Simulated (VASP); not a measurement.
The system is LaBi.

```
CELL_PARAMETERS angstrom
0.00000 3.28250 3.28250
3.28250 0.00000 3.28250
3.28250 3.28250 0.00000
ATOMIC_POSITIONS crystal
La 0.00000 0.00000 0.00000
Bi 0.50000 0.50000 0.50000
```

| Quantity | Value |
| --- | --- |
| Program | VASP 6.6.1 |
| Task | relaxation of cell and atoms |
| Functional | LDA |
| Potentials or basis | VASP PAW LDA potentials, release 64 (La, Bi_d) |
| Cutoff | 600 eV |
| k mesh | 9 × 9 × 9 |
| Occupations | fermi-dirac, width 0.1 eV |
| Spin | no spin polarisation |

At the start: pressure -1.5 GPa; volume 35.37 Å³/atom.

Q: How do energy, volume and symmetry change on relaxing?

A: Over 3 steps the energy falls by 4.7 meV/atom and the volume is 34.39 Å³/atom (-2.8 %); space group Fm-3m (No. 225, to 0.05 Å).

Step by step:
```csv
step,energy change (eV),largest force (eV/Å),pressure (GPa),volume (Å³)
1,0.0000,0.0000,-1.51,70.74
2,-0.0044,0.0000,1.21,67.38
3,-0.0095,0.0000,-0.01,68.77
```

Final structure:
```
La Bi
1.0
     0.00000    3.25179    3.25179
     3.25179    0.00000    3.25179
     3.25179    3.25179    0.00000
La Bi
1 1
Direct
  0.00000 0.00000 0.00000
  0.50000 0.50000 0.50000
```
